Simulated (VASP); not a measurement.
# Al2Cu (I4/mmm) in VASP: notebook, part 2 of 2

VASP 6.6.1. Earlier steps stand in the parts before.

### Step 3. Single point, PBEsol (15.36 Å³/atom)

This run uses another cell than the first one, of 15.36 Å³/atom.

The input, INCAR:

```
SYSTEM = Al2Cu
PREC = Accurate
ENCUT = 520
EDIFF = 1E-7
ISMEAR = -1
SIGMA = 0.05
LREAL = .FALSE.
LASPH = .TRUE.
NELM = 100
ALGO = Fast
ISIF = 2
LWAVE = .FALSE.
LCHARG = .FALSE.
GGA = PS
NBANDS = 16
```

The input, KPOINTS:

```
regular mesh
0
G
  9 9 9
  0 0 0
```

The input, POSCAR:

```
Al2Cu
1.0
   -2.0167106632      2.0167106632      2.8319585644
    2.0167106632     -2.0167106632      2.8319585644
    2.0167106632      2.0167106632     -2.8319585644
Cu Al
1 2
Direct
    0.5000000000      0.5000000000      0.0000000000
    0.2500000000      0.7500000000      0.5000000000
    0.7500000000      0.2500000000      0.5000000000
```

Potentials or basis: VASP PAW PBE potentials, release 64 (Cu, Al).

Launch:

```console
$ cat potpaw_PBE.64/Cu/POTCAR potpaw_PBE.64/Al/POTCAR > POTCAR
$ mpirun -np 1 vasp_std > vasp.out
```

OUTCAR:

```text
SYSTEM = Al2Cu
   PREC = Accurate
   ENCUT = 520
   EDIFF = 1E-7
   ISMEAR = -1
   LREAL = .FALSE.
   LASPH = .TRUE.
   NELM = 100
   ISIF = 2
   GGA = PS

 ion  position               nearest neighbor table
   1  0.500  0.500  0.000-   2 2.46   3 2.46   2 2.46   3 2.46   2 2.46   3 2.46   2 2.46   3 2.46

   2  0.250  0.750  0.500-   1 2.46   1 2.46   1 2.46   1 2.46   3 2.83   3 2.83   3 2.85   3 2.85
                             3 2.85   3 2.85
   3  0.750  0.250  0.500-   1 2.46   1 2.46   1 2.46   1 2.46   2 2.83   2 2.83   2 2.85   2 2.85
                             2 2.85   2 2.85

  LATTYP: Found a body centered tetragonal cell.
 ALAT       =     4.0334213264
 C/A-ratio  =     1.4042463384

  Lattice vectors:

 A1 = (  -2.0167106632,   2.0167106632,   2.8319585644)
 A2 = (   2.0167106632,  -2.0167106632,   2.8319585644)
 A3 = (   2.0167106632,   2.0167106632,  -2.8319585644)

Analysis of symmetry for initial positions (statically):
=====================================================================
 Subroutine PRICEL returns:
 Original cell was already a primitive cell.

 Routine SETGRP: Setting up the symmetry group for a
 body centered tetragonal supercell.

 Subroutine GETGRP returns: Found 16 space group operations
 (whereof 16 operations were pure point group operations)
 out of a pool of 16 trial point group operations.

The static configuration has the point symmetry D_4h.

Analysis of symmetry for dynamics (positions and initial velocities):
=====================================================================
 Subroutine PRICEL returns:
 Original cell was already a primitive cell.

 Routine SETGRP: Setting up the symmetry group for a
 body centered tetragonal supercell.

 Subroutine GETGRP returns: Found 16 space group operations
 (whereof 16 operations were pure point group operations)
 out of a pool of 16 trial point group operations.

The dynamic configuration has the point symmetry D_4h.
[... 120 lines left out ...]
     AMIX     =   0.40;   BMIX     =  1.00
     AMIX_MAG =   1.60;   BMIX_MAG =  1.00
  volume/ion in A,a.u.               =      15.36       103.64
  Fermi-wavevector in a.u.,A,eV,Ry     =   1.174212  2.218939 18.759351  1.378773
  Thomas-Fermi vector in A             =   2.310612
   LORBIT       =      0    0 simple, 1 ext, 2 COOP (PROOUT), +10 PAW based schemes
   GGA     = PS    functional components
   LHFCALC =     F    Hartree Fock is set to
   AEXX    =    0.0000 exact exchange contribution
   IVDW    =     0    specifies the selected vdW correction
   LEPSILON=     F    determine dielectric tensor
   LRPA    =     F    only Hartree local field effects (RPA)
 non-spin polarized calculation
 RMM-DIIS sequential band-by-band and
  energy-cutoff  :      520.00
  volume of cell :       46.07
 maximum number of plane-waves:      1255
 NGX is ok and might be reduce to    30
   NGX = 15   NGY = 15   NGZ = 15

 number of electron      17.0000012 magnetization

 Free energy of the ion-electron system (eV)
  ---------------------------------------------------
  ext. energy  EPLUGINS =         0.00000000
  ---------------------------------------------------
  free energy    TOTEN  =       -12.99872880 eV

  energy without entropy =      -12.98574570  energy(sigma->0) =      -12.99223725

 E-fermi :   7.2728     XC(G=0): -10.7136

 val. band max:        7.2553791847   @ k =  -0.1111   0.1111   0.1111
 cond. band min:       7.2730089252   @ k =  -0.2222  -0.3333   0.1111
 fundamental gap:      0.0176297406
 Fermi energy:         7.2727800303

 k-point     1 :       0.0000    0.0000    0.0000
  band No.  band energies     occupation
      1      -3.1298      2.00000
      2       2.5843      2.00000
      3       2.5901      2.00000
      4       2.5901      2.00000
      5       3.1622      2.00000
      6       3.1719      2.00000
[... 433 lines left out ...]
      3       1.9795      2.00000
      4       3.0891      2.00000
      5       3.1559      2.00000
      6       3.2950      2.00000
[... 8 lines left out ...]
     15      18.0875      0.00000
     16      19.3525      0.00000

 [... further k-points ...]

------------------------ aborting loop because EDIFF is reached ----------------------------------------

  FORCE on cell =-STRESS in cart. coord.  units (eV):
  Direction    XX          YY          ZZ          XY          YZ          ZX
  --------------------------------------------------------------------------------------
  -------------------------------------------------------------------------------------
  Total        0.6667649      0.6667649      0.7127074      0.0000000      0.0000000      0.0000000
  in kB       23.1872512     23.1872512     24.7849337      0.0000000      0.0000000      0.0000000
  external PRESSURE =      23.7198120 kB  Pullay stress =       0.0000000 kB

 VOLUME and BASIS-vectors are now :
 -----------------------------------------------------------------------------
  energy-cutoff  :      520.00
  volume of cell :       46.07
      direct lattice vectors                 reciprocal lattice vectors
    -2.016710663  2.016710663  2.831958564     0.000000000  0.247928475  0.176556256
     2.016710663 -2.016710663  2.831958564     0.247928475  0.000000000  0.176556256
     2.016710663  2.016710663 -2.831958564     0.247928475  0.247928475  0.000000000

 POSITION                                       TOTAL-FORCE (eV/Angst)
 -----------------------------------------------------------------------------------
      0.00000      0.00000      2.83196        -0.000000     -0.000000     -0.000000
      2.01671     -0.00000      1.41598        -0.000000     -0.000000      0.000000
     -0.00000      2.01671      1.41598         0.000000      0.000000      0.000000
 -----------------------------------------------------------------------------------
    total drift:                                0.000000     -0.000000      0.000000

  FREE ENERGIE OF THE ION-ELECTRON SYSTEM (eV)
  ---------------------------------------------------
  free  energy   TOTEN  =       -12.9987287985 eV

  energy  without entropy=      -12.9857456981  energy(sigma->0) =      -12.99223725
```

Wall time 2.4 min (1 thread of Intel Xeon 8259CL, shared host); peak memory 0.2 GiB.

What came out:

```yaml
Free_energy: -12.9987 eV
Pressure: 2.4 GPa
Band_gap_on_the_k_mesh: zero (an odd number of electrons rules out a gap without spin polarisation)
```

Stress tensor (GPa, compression positive):
```
2.32 0.00 0.00
0.00 2.32 0.00
0.00 0.00 2.48
```

Levels at points of the mesh, in eV from the Fermi level:
```
           k point  band 6  band 7  band 8  band 9  band 10  band 11  band 12  band 13
(0.00, 0.00, 0.00)   -4.10    2.91    2.91    2.96     2.99     3.07     3.07     4.60
```

Caveat: the PAW data sets were made with another functional, which shifts forces and pressure a little.

### Step 4. Single point, PBEsol

This run uses another cell than the first one, of 15.67 Å³/atom.

The input, INCAR:

```
  ALGO = Fast
  EDIFF = 1E-6
  ENCUT = 520
  GGA = PS
  ISIF = 2
  ISMEAR = -1
  LASPH = True
  LCHARG = True
  LELF = True
  LREAL = False
  LVHAR = True
  LWAVE = False
  NBANDS = 16
  NELM = 100
  PREC = Accurate
  SIGMA = 0.05
```

The input, KPOINTS:

```
k-points
0
Gamma
  9 9 9
```

The input, POSCAR:

```
Al2Cu
1.0
   -2.0303375000      2.0303375000      2.8510940000
    2.0303375000     -2.0303375000      2.8510940000
    2.0303375000      2.0303375000     -2.8510940000
Cu Al
1 2
Direct
    0.5000000000      0.5000000000      0.0000000000
    0.2500000000      0.7500000000      0.5000000000
    0.7500000000      0.2500000000      0.5000000000
```

Launch:

```console
$ cat potpaw_PBE.64/Cu/POTCAR potpaw_PBE.64/Al/POTCAR > POTCAR
$ mpirun -np 1 vasp_std > vasp.out
```

It took 1.8 min on 1 thread of Intel Xeon 8259CL, shared host; peak memory 0.2 GiB.

Results (log left out):

- Free energy: -13.0062 eV
- Pressure: 0.3 GPa
- Band gap on the k mesh: zero (an odd number of electrons rules out a gap without spin polarisation)

Stress tensor (GPa, compression positive):
```
0.24 0.00 0.00
0.00 0.24 0.00
0.00 0.00 0.40
```

Levels at points of the mesh, in eV from the Fermi level:
| k point | band 5 | band 6 | band 7 | band 8 | band 9 | band 10 | band 11 | band 12 | band 13 | band 14 |
| --- | --- | --- | --- | --- | --- | --- | --- | --- | --- | --- |
| (0.00, 0.00, 0.00) | -4.04 | -4.03 | 2.91 | 2.91 | 2.93 | 2.96 | 3.01 | 3.01 | 4.38 | 6.96 |

Caveat: the PAW data sets were made with another functional, which shifts forces and pressure a little.

### Step 5. Single point, PBEsol (15.98 Å³/atom)

This run uses another cell than the first one, of 15.98 Å³/atom.

The input, INCAR:

```
PREC = Accurate
ENCUT = 520
EDIFF = 1E-7
ISMEAR = -1
SIGMA = 0.05
LREAL = F
LASPH = T
NELM = 100
ALGO = Normal
ISIF = 2
LWAVE = F
LCHARG = F
GGA = PS
NBANDS = 16
```

The input, KPOINTS:

```
Automatic mesh
0
Gamma
  9 9 9
```

The input, POSCAR:

```
Al2Cu
1.0
   -2.0437838356      2.0437838356      2.8699759675
    2.0437838356     -2.0437838356      2.8699759675
    2.0437838356      2.0437838356     -2.8699759675
Cu Al
1 2
Direct
    0.5000000000      0.5000000000      0.0000000000
    0.2500000000      0.7500000000      0.5000000000
    0.7500000000      0.2500000000      0.5000000000
```

Launch:

```console
$ cat potpaw_PBE.64/Cu/POTCAR potpaw_PBE.64/Al/POTCAR > POTCAR
$ mpirun -np 1 vasp_std > vasp.out
```

Wall time 93 s (1 thread of Intel Xeon 8259CL, shared host); peak memory 0.2 GiB.

The run converged. Its results:

```
Free energy            : -13.0015 eV
Pressure               : -1.9 GPa
Band gap on the k mesh : zero (an odd number of electrons rules out a gap without spin polarisation)
```

Stress tensor (GPa, compression positive):
```
-1.92  0.00  0.00
 0.00 -1.92  0.00
 0.00  0.00 -1.76
```

Levels at points of the mesh, in eV from the Fermi level:
```csv
k point,band 7,band 8,band 9,band 10,band 11,band 12
"(0.00, 0.00, 0.00)",2.86,2.90,2.90,2.94,2.94,2.95
```

Caveat: the PAW data sets were made with another functional, which shifts forces and pressure a little.

### Step 6. Summary

| cell | gap on the mesh (eV) | pressure (GPa) |
| --- | --- | --- |
| a = 3.992 Å, angles 119.8, 119.8, 90.4°, 3 atoms | none | 4.7 |
| a = 4.019 Å, angles 119.8, 119.8, 90.4°, 3 atoms | none | 2.4 |
| a = 4.046 Å, angles 119.8, 119.8, 90.4°, 3 atoms | none | 0.3 |
| a = 4.073 Å, angles 119.8, 119.8, 90.4°, 3 atoms | none | -1.9 |

Alike in all rows: task single point; level PBEsol; potentials or basis VASP PAW PBE potentials, release 64 (Cu, Al); no spin polarisation; k mesh 9 × 9 × 9; cutoff (eV) 520; smearing fermi-dirac 0.05 eV.

Caveats: the PAW data sets were made with another functional, which shifts forces and pressure a little; the cell stands under pressure (at least some runs).

Absolute energies hang on the potentials; compare differences alone.

The gap in the log of VASP goes by the Fermi energy; the results here count the filled bands.